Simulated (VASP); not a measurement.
Runs of VASP 6.6.1 on Al4GeRu. The structure is that of space group P6/mmm (No. 191), or close to it. The cells are those of the table. 

```tsv
task	cell	k mesh	cutoff (eV)	gap on the mesh (eV)	pressure (GPa)	relaxed volume (Å³/atom)	largest force (eV/Å)
single point	a = 4.588, b = 4.588, c = 5.233 Å, angles 90.0, 90.0, 120.0°, 6 atoms	12 × 12 × 8	520	none	0.0	-	-
single point	a = 4.666, b = 4.666, c = 5.071 Å, angles 90.0, 90.0, 120.0°, 6 atoms	6 × 6 × 2	520	none	-0.1	-	0.01
relaxation of cell and atoms	relaxed from a = 4.666, b = 4.666, c = 5.071 Å, angles 90.0, 90.0, 120.0°, 6 atoms	6 × 6 × 4	600	none	0.2	15.87	0.01
relaxation of cell and atoms	relaxed from a = 4.627, b = 4.627, c = 5.153 Å, angles 90.0, 90.0, 120.0°, 6 atoms	12 × 12 × 8	600	none	0.0	(a)	-
relaxation of cell and atoms	relaxed from a = 3.495, b = 3.495, c = 7.597 Å, angles 90.0, 90.0, 120.0°, 6 atoms	6 × 6 × 2	600	none	0.3	15.85	0.01
single point	a = 3.495, b = 3.495, c = 7.597 Å, angles 90.0, 90.0, 120.0°, 6 atoms	6 × 6 × 2	520	none	(b)	-	1.20
single point	a = 4.627, b = 4.627, c = 5.153 Å, angles 90.0, 90.0, 120.0°, 6 atoms	6 × 6 × 4	520	none	-0.1	-	0.02
```

Alike in all rows: level PBE; potentials or basis VASP PAW PBE potentials, release 64 (Al, Ge_d, Ru_pv); no spin polarisation; smearing gaussian 0.1 eV.

**Question.** Fill in the values left out.

**Answer.** (a) 15.90; (b) 58.9.

Caveats: some runs use coarse meshes; the volume moved by over 15 % at a fixed basis, so the end points are rough (some runs); forces of over 1 eV/Å act on the atoms, so gaps and moduli don't describe the material at rest (some runs).

A k mesh can miss the band edges, and the runs leave out spin-orbit coupling on Ge, Ru.

A gap of «none» marks levels without a gap at the run's occupations.
